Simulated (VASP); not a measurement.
SiO2: single point with PBEsol

The system is SiO2.

```xyz
6
Lattice="-2.5099 2.5099 3.7038 2.5099 -2.5099 3.7038 2.5099 2.5099 -3.7038" Properties=species:S:1:pos:R:3 pbc="T T T"
Si    0.0000    2.5099    1.8519
Si    0.0000    0.0000    0.0000
O    -0.4858    3.7648    0.9259
O    -1.2549    2.0240    2.7778
O     1.2549    2.9957    2.7778
O     0.4858    1.2549    0.9259
```

This cell differs from its parent crystal: volume scaled by 1.04.

* Program: VASP 6.6.1
* Task: single point
* Functional: PBEsol
* Potentials or basis: VASP PAW PBE potentials, release 64 (Si, O)
* Cutoff: 520 eV
* k mesh: 8 × 8 × 8
* Occupations: fermi-dirac, width 0.05 eV
* Spin: no spin polarisation
* Dipole correction: no
* Further INCAR settings: ALGO = Normal; EDIFF = 1e-06; NBANDS = 25

* Pressure: -3.4 GPa
* Largest force: 0.243 eV/Å
* Band gap on the k mesh: 5.66 eV, direct

Forces on the atoms (eV/Å):
```
Si   0.000  0.000  0.000
Si   0.000  0.000  0.000
O    0.243  0.000  0.000
O    0.000  0.243  0.000
O    0.000 -0.243  0.000
O   -0.243  0.000  0.000
```

Levels at points of the mesh, in eV from the valence-band top:
```csv
k point,band 14,band 15,band 16,band 17,band 18,band 19
"(0.00, 0.00, 0.00)",-0.70,0.00,0.00,5.66,8.52,10.19
"(0.50, 0.00, 0.00)",-0.77,-0.48,-0.14,7.78,8.83,9.53
"(0.50, 0.50, 0.00)",-0.94,-0.33,-0.33,8.82,8.82,9.83
"(0.50, 0.50, 0.50)",-1.43,-0.31,-0.31,8.65,8.65,9.93
```

It took 2.3 min on 1 thread of Intel(R) Xeon(R) Platinum 8559C (Emerald Rapids), with other jobs on the host, peak memory 0.28 GiB.

Caveat: the PAW data sets were made with another functional, which shifts forces and pressure a little. A k mesh can miss the band edges.
